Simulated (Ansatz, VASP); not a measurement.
# One calculation of CdF2, two programs

```
Cd F
1.0
     0.00000    2.64883    2.64883
     2.35083    0.00000    2.64883
     2.35083    2.64883    0.00000
Cd F
1 2
Direct
  0.00000 0.00000 0.00000
  0.25000 0.25000 0.25000
  0.75000 0.75000 0.75000
```

Change from the starting cell: strain -0.1125 x Voigt [1, 0, 0, 0, 0, 0], atoms carried along.

Alike in both runs: task single point; functional LDA; k mesh 8 × 8 × 8; occupations gaussian, width 0.05 eV; no spin polarisation.

```csv
,VASP,Ansatz
version,VASP 6.6.1,Ansatz 0.2.0
potentials or method,"VASP PAW LDA potentials, release 64 (Cd, F), cutoff 520 eV","scalar-relativistic, plane waves, PAW"
valence electrons in the cell,26,34
```

```csv
,VASP,Ansatz,Ansatz less VASP
gap on the k mesh at the Fermi level (eV),3.01,3.04,+0.028
least direct gap on the mesh (eV),3.37,3.39,+0.020
pressure (GPa),22.2,19.9,-2.36
"traceless stress, the component that is largest in VASP (GPa)",10.90,11.18,+0.277
```

LDA's correlation is that of Perdew and Zunger in VASP and of Perdew and Wang (1992) in Ansatz. VASP's potentials hold 26 valence electrons a cell and Ansatz's 34, so a difference there can come from the potentials and not from the codes.
